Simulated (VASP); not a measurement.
Input of a VASP 6.6.1 run:

File INCAR:

```
ALGO = Normal
EDIFF = 1E-8
ENCUT = 520
GGA = CA
IBRION = 8
ISIF = 2
ISMEAR = 0
LASPH = True
LCHARG = True
LEPSILON = True
LREAL = False
LWAVE = False
NELM = 100
NSW = 1
PREC = Accurate
SIGMA = 0.01
```

KPOINTS

```
k-points
0
Gamma
  6 6 4
```

Contents of POSCAR:

```
CdS
1.0
    4.0743297244      0.0000000000      0.0000000000
   -2.0371648622      3.5284730447      0.0000000000
    0.0000000000      0.0000000000      6.6374638456
Cd S
2 2
Direct
    0.6666666667      0.3333333333      0.5004414159
    0.3333333333      0.6666666667      0.0004414159
    0.6666666667      0.3333333333      0.8765585841
    0.3333333333      0.6666666667      0.3765585841
```

Potentials or basis: VASP PAW LDA potentials, release 64 (Cd, S).

The run is started by

```bash
$ cat potpaw_LDA.64/Cd/POTCAR potpaw_LDA.64/S/POTCAR > POTCAR
$ mpirun -np 1 vasp_std > vasp.out
```

Estimate the electronic dielectric tensor (diagonal).

7.51, 7.51, 7.30.

What does it give for the Born charges (mean of the diagonal)?

Cd +2.16; S -2.16 e.

What does it give for the highest phonon frequency at Γ, LO-TO splitting left out?

310 cm⁻¹.

Phonon frequencies in cm⁻¹ (negative: imaginary):
| q point | frequencies |
| --- | --- |
| (0.000, 0.000, 0.000) | 0 0 0 43 43 139 246 253 253 266 266 310 |
